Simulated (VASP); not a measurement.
# MoS2 (P6_3/mmc) in VASP: a series of runs

Runs on MoS2. Level: LDA+U. Tasks: single point.

Everything below comes from runs of VASP 6.6.1. Logs are shortened: lines on timing, memory, paths and dates and some standing lists are left out, and cuts for length are marked.

### Step 1. The cell of the first run

The structure is hexagonal, space group P6_3/mmc (No. 194). The conventional cell has a = 3.161 Å, b = 3.161 Å, c = 12.295 Å, α = 90.00°, β = 90.00°, γ = 120.00°. Within 3.2 Å of Mo (site symmetry -6m2) lie 6 S at 2.37 Å and 6 Mo at 3.16 Å. S (site symmetry 3m) has 3 Mo at 2.37 Å and 7 S at 3.01 to 3.16 Å within 3.2 Å.

### Step 2. Single point, LDA+U, collinear spin, zero start

INCAR reads:

```
SYSTEM = MoS2
PREC = Accurate
ENCUT = 500
EDIFF = 1E-6
ISMEAR = 0
SIGMA = 0.05
LREAL = .False.
LASPH = .True.
NELM = 200
ALGO = Normal
ISIF = 2
LWAVE = .False.
LCHARG = .False.
ISPIN = 2
MAGMOM = 0 0 0 0 0 0
LORBIT = 11
LMAXMIX = 4
LDAU = .True.
LDAUTYPE = 2
LDAUL = 2 -1
LDAUU = 4 0
LDAUJ = 0 0
LDAUPRINT = 1
GGA = CA
NBANDS = 39
GGA_COMPAT = .False.
```

KPOINTS reads:

```
regular mesh
0
Gamma
  7 7 2
  0 0 0
```

POSCAR reads:

```
MoS2
1.0
    3.1610015200      0.0000000000      0.0000000000
   -1.5805007600      2.7375076200      0.0000000000
    0.0000000000      0.0000000000     12.2949997000
Mo S
2 4
Direct
    0.3333333333      0.6666666667      0.2500000000
    0.6666666667      0.3333333333      0.7500000000
    0.3333333333      0.6666666667      0.6275000000
    0.6666666667      0.3333333333      0.1275000000
    0.3333333333      0.6666666667      0.8725000000
    0.6666666667      0.3333333333      0.3725000000
```

Potentials or basis: VASP PAW LDA potentials, release 64 (Mo_sv, S).

On the command line:

```console
cat potpaw_LDA.64/Mo_sv/POTCAR potpaw_LDA.64/S/POTCAR > POTCAR
mpirun -np 1 vasp_std > vasp.out
```

OUTCAR:

```text
SYSTEM = MoS2
   PREC = Accurate
   ENCUT = 500
   EDIFF = 1E-6
   ISMEAR = 0
   LREAL = .False.
   LASPH = .True.
   NELM = 200
   ISIF = 2
   ISPIN = 2
   LORBIT = 11
   GGA = CA

 ion  position               nearest neighbor table
   1  0.333  0.667  0.250-   4 2.37   6 2.37   4 2.37   6 2.37   4 2.37   6 2.37
   2  0.667  0.333  0.750-   3 2.37   5 2.37   3 2.37   5 2.37   3 2.37   5 2.37
   3  0.333  0.667  0.627-   2 2.37   2 2.37   2 2.37
   4  0.667  0.333  0.127-   1 2.37   1 2.37   1 2.37
   5  0.333  0.667  0.873-   2 2.37   2 2.37   2 2.37
   6  0.667  0.333  0.373-   1 2.37   1 2.37   1 2.37

  LATTYP: Found a hexagonal cell.
 ALAT       =     3.1610015200
 C/A-ratio  =     3.8895899360

  Lattice vectors:

 A1 = (   3.1610015200,   0.0000000000,   0.0000000000)
 A2 = (  -1.5805007600,   2.7375076200,   0.0000000000)
 A3 = (   0.0000000000,   0.0000000000,  12.2949997000)

Analysis of symmetry for initial positions (statically):
=====================================================================
 Subroutine PRICEL returns:
 Original cell was already a primitive cell.

 Routine SETGRP: Setting up the symmetry group for a
 hexagonal supercell.

 Subroutine GETGRP returns: Found 24 space group operations
 (whereof 12 operations were pure point group operations)
 out of a pool of 24 trial point group operations.

The static configuration has the point symmetry D_3d.
 The point group associated with its full space group is D_6h.

Analysis of symmetry for dynamics (positions and initial velocities):
=====================================================================
 Subroutine PRICEL returns:
 Original cell was already a primitive cell.

 Routine SETGRP: Setting up the symmetry group for a
 hexagonal supercell.

 Subroutine GETGRP returns: Found 24 space group operations
 (whereof 12 operations were pure point group operations)
 out of a pool of 24 trial point group operations.

The dynamic configuration has the point symmetry D_3d.
 The point group associated with its full space group is D_6h.

Analysis of structural, dynamic, and magnetic symmetry:
=====================================================================
 Subroutine PRICEL returns:
 Original cell was already a primitive cell.

 Routine SETGRP: Setting up the symmetry group for a
 hexagonal supercell.

 Subroutine GETGRP returns: Found 24 space group operations
 (whereof 12 operations were pure point group operations)
 out of a pool of 24 trial point group operations.

The overall configuration has the point symmetry D_3d.
 The point group associated with its full space group is D_6h.

 Subroutine INISYM returns: Found 24 space group operations
 (whereof 12 operations are pure point group operations),
 and found     1 'primitive' translations

----------------------------------------------------------------------------------------

                                     Primitive cell

  volume of cell :     106.3919

  direct lattice vectors                    reciprocal lattice vectors
     3.161001520  0.000000000  0.000000000     0.316355432  0.182647893  0.000000000
    -1.580500760  2.737507620  0.000000000     0.000000000  0.365295787  0.000000000
[... 155 lines left out ...]
  o =  0.3981  v =  0.0000  0.0000  0.0000  0.0000  0.0000  0.0000 -0.0000  0.0000 -0.0000 -1.0000      0.0000  0.0000  0.0000  0.0000  0.0000  0.0000  0.0000  0.0000  0.0000  0.0000
  o =  0.3981  v =  0.0000  0.0000  0.0000  0.0000  0.0000  1.0000  0.0000  0.0000  0.0000  0.0000      0.0000  0.0000  0.0000  0.0000  0.0000  0.0000  0.0000  0.0000  0.0000  0.0000
  o =  0.3981  v =  0.0000 -0.0000  0.0000  0.0000 -1.0000  0.0000  0.0000  0.0000  0.0000  0.0000      0.0000  0.0000  0.0000  0.0000  0.0000  0.0000  0.0000  0.0000  0.0000  0.0000
  o =  0.3981  v =  1.0000  0.0000  0.0000  0.0000  0.0000  0.0000  0.0000  0.0000  0.0000  0.0000      0.0000  0.0000  0.0000  0.0000  0.0000  0.0000  0.0000  0.0000  0.0000  0.0000
  o =  0.4304  v =  0.0000 -0.0000 -1.0000 -0.0000 -0.0000  0.0000  0.0000  0.0000  0.0000  0.0000      0.0000  0.0000  0.0000  0.0000  0.0000  0.0000  0.0000  0.0000  0.0000  0.0000
  o =  0.4304  v =  0.0000  0.0000  0.0000  0.0000  0.0000  0.0000 -0.0000 -1.0000 -0.0000 -0.0000      0.0000  0.0000  0.0000  0.0000  0.0000  0.0000  0.0000  0.0000  0.0000  0.0000

atom =   2  type =  1  l = 2

 onsite density matrix

spin component  1

  0.3981  0.0000 -0.0000 -0.0000 -0.0000
  0.0000  0.3927 -0.0000  0.0000  0.0000
 -0.0000 -0.0000  0.4304 -0.0000  0.0000
 -0.0000  0.0000 -0.0000  0.3927 -0.0000
 -0.0000  0.0000  0.0000 -0.0000  0.3981

spin component  2

  0.3981 -0.0000 -0.0000 -0.0000 -0.0000
 -0.0000  0.3927  0.0000  0.0000 -0.0000
 -0.0000  0.0000  0.4304  0.0000  0.0000
 -0.0000  0.0000  0.0000  0.3927  0.0000
 -0.0000 -0.0000  0.0000  0.0000  0.3981

 occupancies and eigenvectors

  o =  0.3927  v =  0.0000  0.0000 -0.0000  1.0000 -0.0000  0.0000  0.0000  0.0000  0.0000  0.0000      0.0000  0.0000  0.0000  0.0000  0.0000  0.0000  0.0000  0.0000  0.0000  0.0000
  o =  0.3927  v =  0.0000  1.0000 -0.0000 -0.0000  0.0000  0.0000  0.0000  0.0000  0.0000  0.0000      0.0000  0.0000  0.0000  0.0000  0.0000  0.0000  0.0000  0.0000  0.0000  0.0000
  o =  0.3927  v =  0.0000  0.0000  0.0000  0.0000  0.0000  0.0000  0.0000  0.0000  1.0000 -0.0000      0.0000  0.0000  0.0000  0.0000  0.0000  0.0000  0.0000  0.0000  0.0000  0.0000
  o =  0.3927  v =  0.0000  0.0000  0.0000  0.0000  0.0000  0.0000 -1.0000 -0.0000  0.0000 -0.0000      0.0000  0.0000  0.0000  0.0000  0.0000  0.0000  0.0000  0.0000  0.0000  0.0000
  o =  0.3981  v =  0.0000  0.0000  0.0000  0.0000  0.0000  0.0000  0.0000  0.0000 -0.0000 -1.0000      0.0000  0.0000  0.0000  0.0000  0.0000  0.0000  0.0000  0.0000  0.0000  0.0000
  o =  0.3981  v =  0.0000  0.0000  0.0000  0.0000  0.0000  1.0000  0.0000  0.0000  0.0000  0.0000      0.0000  0.0000  0.0000  0.0000  0.0000  0.0000  0.0000  0.0000  0.0000  0.0000
  o =  0.3981  v =  0.0000  0.0000  0.0000  0.0000 -1.0000  0.0000  0.0000  0.0000  0.0000  0.0000      0.0000  0.0000  0.0000  0.0000  0.0000  0.0000  0.0000  0.0000  0.0000  0.0000
  o =  0.3981  v =  1.0000  0.0000  0.0000  0.0000  0.0000  0.0000  0.0000  0.0000  0.0000  0.0000      0.0000  0.0000  0.0000  0.0000  0.0000  0.0000  0.0000  0.0000  0.0000  0.0000
  o =  0.4304  v =  0.0000 -0.0000 -1.0000 -0.0000 -0.0000  0.0000  0.0000  0.0000  0.0000  0.0000      0.0000  0.0000  0.0000  0.0000  0.0000  0.0000  0.0000  0.0000  0.0000  0.0000
  o =  0.4304  v =  0.0000  0.0000  0.0000  0.0000  0.0000  0.0000 -0.0000  1.0000 -0.0000  0.0000      0.0000  0.0000  0.0000  0.0000  0.0000  0.0000  0.0000  0.0000  0.0000  0.0000

 number of electron      51.9999985 magnetization      -0.0000000

 Free energy of the ion-electron system (eV)
  ---------------------------------------------------
  ext. energy  EPLUGINS =         0.00000000
  ---------------------------------------------------
  free energy    TOTEN  =       -39.22270336 eV

  energy without entropy =      -39.22270336  energy(sigma->0) =      -39.22270336

 E-fermi :   7.9812     XC(G=0): -11.0926

 val. band max:        7.6666317606   @ k =   0.0000   0.0000   0.0000
 cond. band min:       8.6146907336   @ k =   0.2857   0.2857   0.0000
 fundamental gap:      0.9480589731
 Fermi energy:         7.9812009319

 spin component 1

 k-point     1 :       0.0000    0.0000    0.0000
  band No.  band energies     occupation
      1     -53.9842      1.00000
      2     -53.9842      1.00000
      3     -28.3297      1.00000
      4     -28.3296      1.00000
      5     -28.1276      1.00000
      6     -28.1276      1.00000
[... 645 lines left out ...]
     37      15.1215      0.00000
     38      15.1215      0.00000
 Fermi energy:         7.9812009319

 spin component 2

 k-point     1 :       0.0000    0.0000    0.0000
  band No.  band energies     occupation
      1     -53.9842      1.00000
      2     -53.9842      1.00000
      3     -28.3297      1.00000
      4     -28.3296      1.00000
      5     -28.1276      1.00000
      6     -28.1276      1.00000
[... 645 lines left out ...]
     37      15.1215      0.00000
     38      15.1215      0.00000
 [bands above 38 left out]

------------------------ aborting loop because EDIFF is reached ----------------------------------------

  FORCE on cell =-STRESS in cart. coord.  units (eV):
  Direction    XX          YY          ZZ          XY          YZ          ZX
  --------------------------------------------------------------------------------------
  -------------------------------------------------------------------------------------
  Total        0.8377455      0.8377455      5.4804402      0.0000000      0.0000000      0.0000000
  in kB       12.6157802     12.6157802     82.5310668      0.0000000      0.0000000      0.0000000
  external PRESSURE =      35.9208757 kB  Pullay stress =       0.0000000 kB

 VOLUME and BASIS-vectors are now :
 -----------------------------------------------------------------------------
  energy-cutoff  :      500.00
  volume of cell :      106.39
      direct lattice vectors                 reciprocal lattice vectors
     3.161001520  0.000000000  0.000000000     0.316355432  0.182647893  0.000000000
    -1.580500760  2.737507620  0.000000000     0.000000000  0.365295787  0.000000000
     0.000000000  0.000000000 12.294999700     0.000000000  0.000000000  0.081333878

 POSITION                                       TOTAL-FORCE (eV/Angst)
 -----------------------------------------------------------------------------------
     -0.00000      1.82501      3.07375         0.000000     -0.000000      0.000000
      1.58050      0.91250      9.22125        -0.000000     -0.000000      0.000000
     -0.00000      1.82501      7.71511         0.000000     -0.000000     -1.036842
      1.58050      0.91250      1.56761        -0.000000      0.000000     -1.036842
     -0.00000      1.82501     10.72739         0.000000     -0.000000      1.036842
      1.58050      0.91250      4.57989        -0.000000      0.000000      1.036842
 -----------------------------------------------------------------------------------
    total drift:                               -0.000000      0.000000     -0.000000

  FREE ENERGIE OF THE ION-ELECTRON SYSTEM (eV)
  ---------------------------------------------------
  free  energy   TOTEN  =       -39.2227033626 eV

  energy  without entropy=      -39.2227033626  energy(sigma->0) =      -39.22270336

 total charge

# of ion       s       p       d       tot
------------------------------------------
    1        2.316   6.248   3.966  12.530
    2        2.316   6.248   3.966  12.530
    3        1.361   2.364   0.000   3.724
    4        1.361   2.364   0.000   3.724
    5        1.361   2.364   0.000   3.724
    6        1.361   2.364   0.000   3.724
--------------------------------------------------
tot         10.075  21.949   7.933  39.957

 magnetization (x)

# of ion       s       p       d       tot
------------------------------------------
    1        0.000  -0.000  -0.000  -0.000
    2        0.000  -0.000  -0.000  -0.000
    3       -0.000   0.000   0.000   0.000
    4       -0.000   0.000   0.000   0.000
    5       -0.000   0.000   0.000   0.000
    6       -0.000   0.000   0.000   0.000
--------------------------------------------------
tot         -0.000   0.000  -0.000  -0.000
```

Run time: 2.6 min. Hardware: 1 thread of Intel Xeon 8259CL, shared host; peak memory 0.25 GiB.

Results:

```
Free energy                                           : -39.2227 eV
Pressure                                              : 3.6 GPa
Largest force                                         : 1.037 eV/Å
Band gap on the k mesh                                : 0.95 eV (least direct gap 2.01 eV)
Net moment                                            : 0.00 μB per cell
Valence electrons inside the program's atomic spheres : Mo 12.53; S 3.72
```

Forces in eV/Å, atoms in the order of the input:
```
Mo   0.000  0.000  0.000
Mo   0.000  0.000  0.000
S    0.000  0.000 -1.037
S    0.000  0.000 -1.037
S    0.000  0.000  1.037
S    0.000  0.000  1.037
```

Stress tensor (GPa, compression positive):
```
1.26 0.00 0.00
0.00 1.26 0.00
0.00 0.00 8.25
```

Eigenvalues of the final occupation matrices:
```csv
site,spin,trace,eigenvalues
site 1 d,1,2.01,0.39 0.39 0.40 0.40 0.43
site 1 d,2,2.01,0.39 0.39 0.40 0.40 0.43
site 2 d,1,2.01,0.39 0.39 0.40 0.40 0.43
site 2 d,2,2.01,0.39 0.39 0.40 0.40 0.43
```

Caveat: the cell stands under pressure; an odd mesh through Γ misses points on the zone boundary, where band edges can lie; forces of over 1 eV/Å act on the atoms, so gaps and moduli don't describe the material at rest.

[end of part 1 of 2]
